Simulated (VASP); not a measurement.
Runs of VASP 6.6.1 on NaI. The structure is that of space group R-3m (No. 166), or close to it. The cells are those of the table. 

| cell | gap on the mesh (eV) | pressure (GPa) |
| --- | --- | --- |
| a = 4.109 Å, angles 82.7°, 2 atoms | (b) | 0.0 |
| a = 5.257 Å, angles 45.7°, 2 atoms | (a) | 0.5 |
| a = 4.362 Å, angles 67.3°, 2 atoms | 3.14 | 0.4 |
| a = 6.292 Å, angles 33.6°, 2 atoms | none | 1.4 |
| a = 5.765 Å, angles 38.9°, 2 atoms | none | 1.2 |
| a = 4.702 Å, angles 56.6°, 2 atoms | 3.47 | 0.4 |
| a = 4.898 Å, angles 52.2°, 2 atoms | 3.02 | 0.4 |
| a = 4.473 Å, angles 63.2°, 2 atoms | 3.42 | 0.4 |

Alike in all rows: task single point; level PBE; potentials or basis VASP PAW PBE potentials, release 64 (Na_pv, I); no spin polarisation; k mesh 8 × 8 × 8; cutoff (eV) 520; smearing gaussian 0.05 eV.

Q: Fill in the values left out.

A: (a) 1.78; (b) 2.52.

Caveats: spin-orbit coupling is left out, which moves the levels of the heavy elements; semilocal functionals underestimate gaps, and a narrow one can read as zero (at least some runs).

A k mesh can miss the band edges, and the runs leave out spin-orbit coupling on I.

A gap of «none» marks levels without a gap at the run's occupations.
